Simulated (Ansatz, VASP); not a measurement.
**HfO2: VASP beside Ansatz**

```xyz
3
Lattice="0.0000 2.5667 2.5667 2.5667 0.0000 2.5667 2.5667 2.5667 0.0000" Properties=species:S:1:pos:R:3 pbc="T T T"
Hf    0.0000    0.0000    0.0000
O     1.2833    1.2833    1.2833
O     3.8500    3.8500    3.8500
```

Alike in both runs: functional RPBE; k mesh 6 × 6 × 6; no spin polarisation.

Ansatz relaxed the structure, and its values are those at the end. VASP's run is a single point on that final structure, the one shown.

```csv
,VASP,Ansatz
version,VASP 6.6.1,Ansatz 0.2.0
potentials or method,"VASP PAW PBE potentials, release 64 (Hf_pv, O)","plane waves, PAW"
plane-wave cutoff (eV),520,420
occupations,"gaussian, width 0.01 eV",fixed
valence electrons in the cell,22,38
```

Ansatz gave:

- pressure (GPa): 0.0

Question: Which values does VASP return?

Answer: Pressure (GPa): -3.5.

VASP's potentials were made for PBE, not for RPBE. VASP's potentials hold 22 valence electrons a cell and Ansatz's 38, so a difference there can come from the potentials and not from the codes.

Spin-orbit coupling is off throughout.
